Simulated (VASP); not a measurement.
Set up this calculation in VASP 6.6.1, as the native input.

```yaml
Task: relaxation of cell and atoms
Functional: PBEsol
Potentials_or_basis: VASP PAW PBE potentials, release 64 (Cd)
Cutoff: 500 eV
k_mesh: 18 × 18 × 8
Occupations: fermi-dirac, width 0.1 eV
Spin: no spin polarisation
Target_pressure: 10 GPa
Dipole_correction: no
Further_INCAR_settings: ALGO = Normal; EDIFF = 1e-07; IBRION = 2; EDIFFG = -0.002; NSW = 100; ISIF = 3
```

The structure of Cd lies in POSCAR:

```
Cd
1.0
    2.9565523182      0.0000000000      0.0000000000
   -1.4782761591      2.5604494152      0.0000000000
    0.0000000000      0.0000000000      5.5486789832
Cd
2
Direct
    0.3333333333      0.6666666667      0.2500000000
    0.6666666667      0.3333333333      0.7500000000
```

These files were run (other wordings do the same):

INCAR

```
SYSTEM = Cd
ALGO     = Normal         ! electronic algorithm
EDIFF    = 1E-7           ! SCF threshold, eV
EDIFFG   = -0.002         ! ionic threshold
ENCUT    = 500            ! plane-wave cutoff, eV
GGA      = PS             ! functional
GGA_COMPAT= .FALSE.      
IBRION   = 2              ! ionic algorithm
ISIF     = 3              ! what is computed and relaxed
ISMEAR   = -1             ! smearing method
LASPH    = .TRUE.         ! aspherical terms in the spheres
LCHARG   = .FALSE.        ! write CHGCAR
LREAL    = .FALSE.        ! projectors in reciprocal space
LWAVE    = .FALSE.        ! write WAVECAR
NELM     = 120            ! most SCF steps
NELMIN   = 4            
NSW      = 100            ! ionic steps
PREC     = Accurate       ! precision mode
PSTRESS  = 100.0        
SIGMA    = 0.1            ! smearing width, eV
```

KPOINTS

```
k-points
0
G
  18 18 8
  0 0 0
```

Potentials or basis: VASP PAW PBE potentials, release 64 (Cd).

Run with:

```console
$ cat potpaw_PBE.64/Cd/POTCAR > POTCAR
$ mpirun -np 1 vasp_std > vasp.out
```

Results of the run:

The relaxed volume is 18.54 Å³/atom. The relaxed cell is a = 2.916 Å, b = 2.916 Å, c = 5.035 Å, α = 90.00°, β = 90.00°, γ = 120.00°, the space group after relaxing (to 0.1 Å) is P6_3/mmc (No. 194) and the energy change on relaxing (the run minimises the enthalpy) is +70.1 meV/atom. The ionic steps are 16 and the pressure after relaxing is 10.0 GPa. The band gap on the k mesh is zero (bands 12 and 13 overlap by 3.30 eV).

Caveat: the cell is relaxed towards a set pressure, so the run minimises the enthalpy, not the energy; the PAW data sets were made with another functional, which shifts forces and pressure a little.

Wall time 5 min on 1 thread of Intel(R) Xeon(R) 6975P-C (Granite Rapids), with other jobs on the host, peak memory 0.23 GiB.
